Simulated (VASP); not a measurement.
Runs of VASP 6.6.1 on Zn. The structure is that of space group P6_3/mmc (No. 194), or close to it. The cells are those of the table. 

```tsv
task	cell	k mesh	cutoff (eV)	smearing	k mesh for the DOS	occupations for the DOS	gap on the mesh (eV)	pressure (GPa)
single point	a = 2.633, b = 2.633, c = 5.108 Å, angles 90.0, 90.0, 120.0°, 2 atoms	15 × 15 × 7	520	gaussian 0.1 eV	-	-	none	0.2
single point	a = 2.641, b = 2.641, c = 5.067 Å, angles 90.0, 90.0, 120.0°, 2 atoms	18 × 18 × 8	520	fermi-dirac 0.15 eV	-	-	none	0.7
relaxation of cell and atoms	relaxed from a = 2.670, b = 2.670, c = 4.966 Å, angles 90.0, 90.0, 120.0°, 2 atoms	18 × 18 × 8	600	gaussian 0.1 eV	-	-	none	0.0
single point	a = 2.633, b = 2.633, c = 5.108 Å, angles 90.0, 90.0, 120.0°, 2 atoms	18 × 18 × 8	520	gaussian 0.1 eV	-	-	none	(a)
```

Alike in all rows: level PBE; potentials or basis VASP PAW PBE potentials, release 64 (Zn); no spin polarisation.

Problem. Estimate the missing entries.

Solution. (a) 0.3.

A gap of «none» marks levels without a gap at the run's occupations.
